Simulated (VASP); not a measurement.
# CdS3 in VASP: notebook

The runs below take CdS3 through single point, relaxation of cell and atoms, with PBE.

Program: VASP 6.6.1. These are calculated values, not measurements. Logs are shortened: lines on timing, memory, paths and dates and some standing lists are left out, and cuts for length are marked.

### 1 The cell of the first run

The typed cell holds 8 atoms: a = 7.125 Å, b = 7.125 Å, c = 3.544 Å, α = 90.00°, β = 90.00°, γ = 120.00°.

The cell was generated, and may not be a known phase.

### 2 Single point, PBE

File INCAR:

```
SYSTEM = CdS3
  PREC = Accurate
  ENCUT = 500
  EDIFF = 1E-6
  ISMEAR = 0
  SIGMA = 0.1
  LREAL = .False.
  LASPH = .True.
  NELM = 120
  ALGO = Normal
  ISIF = 2
  LWAVE = .False.
  LCHARG = .False.
  GGA = PE
  NBANDS = 40
  GGA_COMPAT = .False.
```

File KPOINTS:

```
regular mesh
0
Gamma
  3 3 4
  0 0 0
```

File POSCAR:

```
CdS3
1.0
    7.1254259504     -0.0000000029      0.0000000000
   -3.5627129727      6.1707998873      0.0000000000
    0.0000000000      0.0000000000      3.5440864758
Cd S
2 6
Direct
    0.6666666667      0.3333333333      0.2500000000
    0.3333333333      0.6666666667      0.7500000000
    0.1616946957      0.3220086271      0.2500000000
    0.8396860686      0.1616946957      0.7500000000
    0.6779913729      0.8396860686      0.2500000000
    0.8383053043      0.6779913729      0.7500000000
    0.1603139314      0.8383053043      0.2500000000
    0.3220086271      0.1603139314      0.7500000000
```

Potentials or basis: VASP PAW PBE potentials, release 64 (Cd, S).

Run with:

```sh
> cat potpaw_PBE.64/Cd/POTCAR potpaw_PBE.64/S/POTCAR > POTCAR
> mpirun -np 1 vasp_std > vasp.out
```

OUTCAR:

```text
SYSTEM = CdS3
   PREC = Accurate
   ENCUT = 500
   EDIFF = 1E-6
   ISMEAR = 0
   LREAL = .False.
   LASPH = .True.
   NELM = 120
   ISIF = 2
   GGA = PE

 ion  position               nearest neighbor table
   1  0.667  0.333  0.250-   4 2.77   4 2.77   8 2.77   8 2.77   6 2.77   6 2.77
   2  0.333  0.667  0.750-   7 2.77   7 2.77   5 2.77   5 2.77   3 2.77   3 2.77
   3  0.162  0.322  0.250-   4 2.66   4 2.66   8 2.66   8 2.66   2 2.77   2 2.77
   4  0.840  0.162  0.750-   3 2.66   3 2.66   5 2.66   5 2.66   1 2.77   1 2.77
   5  0.678  0.840  0.250-   6 2.66   6 2.66   4 2.66   4 2.66   2 2.77   2 2.77
   6  0.838  0.678  0.750-   7 2.66   7 2.66   5 2.66   5 2.66   1 2.77   1 2.77
   7  0.160  0.838  0.250-   6 2.66   6 2.66   8 2.66   8 2.66   2 2.77   2 2.77
   8  0.322  0.160  0.750-   3 2.66   3 2.66   7 2.66   7 2.66   1 2.77   1 2.77

  LATTYP: Found a hexagonal cell.
 ALAT       =     7.1254259504
 C/A-ratio  =     0.4973859107

  Lattice vectors:

 A1 = (   7.1254259504,  -0.0000000029,   0.0000000000)
 A2 = (  -3.5627129727,   6.1707998873,   0.0000000000)
 A3 = (   0.0000000000,   0.0000000000,   3.5440864758)

Analysis of symmetry for initial positions (statically):
=====================================================================
 Subroutine PRICEL returns:
 Original cell was already a primitive cell.

 Routine SETGRP: Setting up the symmetry group for a
 hexagonal supercell.

 Subroutine GETGRP returns: Found 12 space group operations
 (whereof  6 operations were pure point group operations)
 out of a pool of 24 trial point group operations.

The static configuration has the point symmetry S_6 .
 The point group associated with its full space group is C_6h.

Analysis of symmetry for dynamics (positions and initial velocities):
=====================================================================
 Subroutine PRICEL returns:
 Original cell was already a primitive cell.

 Routine SETGRP: Setting up the symmetry group for a
 hexagonal supercell.

 Subroutine GETGRP returns: Found 12 space group operations
 (whereof  6 operations were pure point group operations)
 out of a pool of 24 trial point group operations.

The dynamic configuration has the point symmetry S_6 .
 The point group associated with its full space group is C_6h.

 Subroutine INISYM returns: Found 12 space group operations
 (whereof  6 operations are pure point group operations),
 and found     1 'primitive' translations

----------------------------------------------------------------------------------------

                                     Primitive cell

  volume of cell :     155.8320

  direct lattice vectors                    reciprocal lattice vectors
     7.125425950 -0.000000003  0.000000000     0.140342487  0.081026773  0.000000000
    -3.562712973  6.170799887  0.000000000     0.000000000  0.162053545  0.000000000
     0.000000000  0.000000000  3.544086476     0.000000000  0.000000000  0.282160158

  length of vectors
     7.125425950  7.125425950  3.544086476     0.162053545  0.162053545  0.282160158

  position of ions in fractional coordinates (direct lattice)
     0.666666667  0.333333333  0.250000000
     0.333333333  0.666666667  0.750000000
     0.161694696  0.322008627  0.250000000
     0.839686069  0.161694696  0.750000000
     0.677991373  0.839686069  0.250000000
     0.838305304  0.677991373  0.750000000
     0.160313931  0.838305304  0.250000000
     0.322008627  0.160313931  0.750000000

  ion indices of the primitive-cell ions
   primitive index   ion index
                 1           1
                 2           2
                 3           3
                 4           4
                 5           5
                 6           6
                 7           7
                 8           8

----------------------------------------------------------------------------------------

 KPOINTS: regular mesh

Automatic generation of k-mesh.
 Grid dimensions read from file:
 generate k-points for:    3    3    4

 Generating k-lattice:

  Cartesian coordinates                     Fractional coordinates (reciprocal lattice)
     0.046780829  0.027008924  0.000000000     0.333333333  0.000000000  0.000000000
     0.000000000  0.054017848  0.000000000     0.000000000  0.333333333  0.000000000
     0.000000000  0.000000000  0.070540040     0.000000000  0.000000000  0.250000000

  Length of vectors
     0.054017848  0.054017848  0.070540040

  Shift w.r.t. Gamma in fractional coordinates (k-lattice)
     0.000000000  0.000000000  0.000000000

 Subroutine IBZKPT returns following result:
 ===========================================

 Found      9 irreducible k-points:

 Following reciprocal coordinates:
            Coordinates               Weight
  0.000000  0.000000  0.000000      1.000000
  0.333333  0.000000  0.000000      6.000000
  0.333333  0.333333  0.000000      2.000000
  0.000000  0.000000  0.250000      2.000000
  0.333333  0.000000  0.250000     12.000000
  0.333333  0.333333  0.250000      4.000000
  0.000000  0.000000  0.500000      1.000000
  0.333333  0.000000  0.500000      6.000000
  0.333333  0.333333  0.500000      2.000000
   k-points           NKPTS =      9   k-points in BZ     NKDIM =      9   number of bands    NBANDS=     40
   number of dos      NEDOS =    301   number of ions     NIONS =      8
   total plane-waves  NPLWV =  81648
   dimension x,y,z NGX =    54 NGY =   54 NGZ =   28
   dimension x,y,z NGXF=   108 NGYF=  108 NGZF=   56
   ions per type =               2   6
   NGX,Y,Z   is equivalent  to a cutoff of  12.60, 12.60, 13.13 a.u.
   NGXF,Y,Z  is equivalent  to a cutoff of  25.20, 25.20, 26.27 a.u.
 SYSTEM =  CdS3
   PREC   = accura    normal or accurate (medium, high low for compatibility)
   ISTART =      0    job   : 0-new  1-cont  2-samecut
   ICHARG =      2    charge: 1-file 2-atom 10-const
   ISPIN  =      1    spin polarized calculation?
   LNONCOLLINEAR =      F non collinear calculations
   LSORBIT =      F    spin-orbit coupling
   LASPH  =      T    aspherical Exc in radial PAW
   ENCUT  =  500.0 eV  36.75 Ry    6.06 a.u.  12.99 12.99  6.46*2*pi/ulx,y,z
   NELM   =    120;   NELMIN=  2; NELMDL= -5     # of ELM steps
   EDIFF  = 0.1E-05   stopping-criterion for ELM
   LREAL  =      F    real-space projection
   EDIFFG = 0.1E-04   stopping-criterion for IOM
   NSW    =      0    number of steps for IOM
   IBRION =     -1    ionic relax: 0-MD 1-quasi-New 2-CG
   NFREE  =      0    steps in history (QN), initial steepest desc. (CG)
   ISIF   =      2    stress and relaxation
   ISYM   =      2    0-nonsym 1-usesym 2-fastsym
   POTIM  = 0.5000    time-step for ionic-motion
   TEBEG  =    0.0;   TEEND  =   0.0 temperature during run
   PSTRESS=    0.0 pullay stress
   NELECT =      60.0000    total number of electrons
   NUPDOWN=      -1.0000    fix difference up-down
   EMIN   =  10.00;   EMAX   =-10.00  energy-range for DOS
   EFERMI =   0.00;   METHOD = LEGACY
   ISMEAR =     0;   SIGMA  =   0.10  broadening in eV -4-tet -1-fermi 0-gaus
   EFERMI_NEDOS =   21; number of points for ismear=-14 and -15
   IALGO  =     38    algorithm
   IMIX   =      4    mixing-type and parameters
     AMIX     =   0.40;   BMIX     =  1.00
     AMIX_MAG =   1.60;   BMIX_MAG =  1.00
  volume/ion in A,a.u.               =      19.48       131.45
  Fermi-wavevector in a.u.,A,eV,Ry     =   1.190985  2.250636 19.299127  1.418446
  Thomas-Fermi vector in A             =   2.327057
   LORBIT       =      0    0 simple, 1 ext, 2 COOP (PROOUT), +10 PAW based schemes
   GGA     = PE    functional components
   LHFCALC =     F    Hartree Fock is set to
   AEXX    =    0.0000 exact exchange contribution
   IVDW    =     0    specifies the selected vdW correction
   LEPSILON=     F    determine dielectric tensor
   LRPA    =     F    only Hartree local field effects (RPA)
 non-spin polarized calculation
 Gauss-broadening in eV      SIGMA  =   0.10
  energy-cutoff  :      500.00
  volume of cell :      155.83
 maximum number of plane-waves:      3993
 NGX is ok and might be reduce to    54
   NGX = 25   NGY = 25   NGZ = 13

 number of electron      59.9999983 magnetization

 Free energy of the ion-electron system (eV)
  ---------------------------------------------------
  ext. energy  EPLUGINS =         0.00000000
  ---------------------------------------------------
  free energy    TOTEN  =       -22.70250388 eV

  energy without entropy =      -22.67425159  energy(sigma->0) =      -22.68837773

 E-fermi :   4.7143     XC(G=0): -10.3536

 val. band max:        4.6869458662   @ k =   0.0000   0.0000   0.2500
 cond. band min:       4.8051054066   @ k =   0.3333   0.0000   0.2500
 fundamental gap:      0.1181595403
 Fermi energy:         4.7143325699

 k-point     1 :       0.0000    0.0000    0.0000
  band No.  band energies     occupation
      1     -10.5914      2.00000
      2      -9.2107      2.00000
      3      -9.2107      2.00000
      4      -7.1779      2.00000
      5      -7.1779      2.00000
      6      -6.3873      2.00000
[... 32 lines left out ...]
     39      10.2564      0.00000
     40      11.0000      0.00000

 k-point     2 :       0.3333    0.0000    0.0000
  band No.  band energies     occupation
      1     -10.4336      2.00000
      2      -9.4558      2.00000
      3      -9.2404      2.00000
      4      -7.4667      2.00000
      5      -7.1025      2.00000
      6      -5.9576      2.00000
[... 32 lines left out ...]
     39      10.3829      0.00000
     40      11.1571      0.00000

 k-point     3 :       0.3333    0.3333    0.0000
  band No.  band energies     occupation
      1     -10.3277      2.00000
      2      -9.4438      2.00000
      3      -9.4438      2.00000
      4      -7.3055      2.00000
      5      -7.3055      2.00000
      6      -5.7761      2.00000
[... 208 lines left out ...]
  band No.  band energies     occupation
      1      -8.3814      2.00000
      2      -8.3814      2.00000
      3      -7.8955      2.00000
      4      -7.8955      2.00000
      5      -7.7898      2.00000
      6      -7.7898      2.00000
[... 32 lines left out ...]
     39      10.4221      0.00000
     40      10.4221      0.00000

 k-point     9 :       0.3333    0.3333    0.5000
  band No.  band energies     occupation
      1      -8.3142      2.00000
      2      -8.3142      2.00000
      3      -7.9569      2.00000
      4      -7.9569      2.00000
      5      -7.8047      2.00000
      6      -7.8047      2.00000
[... 32 lines left out ...]
     39      11.5354      0.00000
     40      11.5358      0.00000

------------------------ aborting loop because EDIFF is reached ----------------------------------------

  FORCE on cell =-STRESS in cart. coord.  units (eV):
  Direction    XX          YY          ZZ          XY          YZ          ZX
  --------------------------------------------------------------------------------------
  -------------------------------------------------------------------------------------
  Total        0.0281515      0.0281515      0.2101556     -0.0000000      0.0000000      0.0000000
  in kB        0.2894378      0.2894378      2.1607025     -0.0000000      0.0000000      0.0000000
  external PRESSURE =       0.9131927 kB  Pullay stress =       0.0000000 kB

 VOLUME and BASIS-vectors are now :
 -----------------------------------------------------------------------------
  energy-cutoff  :      500.00
  volume of cell :      155.83
      direct lattice vectors                 reciprocal lattice vectors
     7.125425950 -0.000000003  0.000000000     0.140342487  0.081026773  0.000000000
    -3.562712973  6.170799887  0.000000000     0.000000000  0.162053545  0.000000000
     0.000000000  0.000000000  3.544086476     0.000000000  0.000000000  0.282160158

 POSITION                                       TOTAL-FORCE (eV/Angst)
 -----------------------------------------------------------------------------------
      3.56271      2.05693      0.88602         0.000000      0.000000      0.000000
      0.00000      4.11387      2.65806        -0.000000      0.000000      0.000000
      0.00492      1.98705      0.88602        -0.002854     -0.017436      0.000000
      5.40705      0.99779      2.65806         0.013673     -0.011190      0.000000
      1.83942      5.18153      0.88602         0.016527      0.006247      0.000000
      3.55779      4.18375      2.65806         0.002854      0.017436     -0.000000
     -1.84434      5.17301      0.88602        -0.013673      0.011190     -0.000000
      1.72330      0.98927      2.65806        -0.016527     -0.006247     -0.000000
 -----------------------------------------------------------------------------------
    total drift:                               -0.000000      0.000000     -0.000000

  FREE ENERGIE OF THE ION-ELECTRON SYSTEM (eV)
  ---------------------------------------------------
  free  energy   TOTEN  =       -22.7025038831 eV

  energy  without entropy=      -22.6742515866  energy(sigma->0) =      -22.68837773
```

Run time: 50 s. Hardware: 1 thread of Intel Xeon Platinum 8259CL at 2.50GHz (Skylake/Cascade Lake), shared host; peak memory 0.28 GiB.

Results:

| Item | Value |
| --- | --- |
| Free energy | -22.7025 eV |
| Pressure | 0.1 GPa |
| Largest force | 0.018 eV/Å |
| Band gap on the k mesh | zero (bands 30 and 31 overlap by 0.79 eV) |

Forces on the atoms (eV/Å):
```
Cd   0.000  0.000  0.000
Cd   0.000  0.000  0.000
S   -0.003 -0.017  0.000
S    0.014 -0.011  0.000
S    0.017  0.006  0.000
S    0.003  0.017  0.000
S   -0.014  0.011  0.000
S   -0.017 -0.006  0.000
```

Levels at points of the mesh, in eV from the Fermi level:
```csv
k point,band 28,band 29,band 30,band 31,band 32,band 33
"(0.00, 0.00, 0.00)",-1.19,-0.13,-0.13,0.22,0.22,0.79
"(0.00, 0.00, 0.50)",-0.99,-0.99,-0.99,0.97,0.97,0.97
```

Caveat: the k points lie up to 0.44 Å⁻¹ apart, too coarse for converged energies and pressures of a metal; semilocal functionals underestimate gaps, and a narrow one can read as zero.

(Continued in part 2 of 2.)

The gap in the log of VASP goes by the Fermi energy; the results here count the filled bands.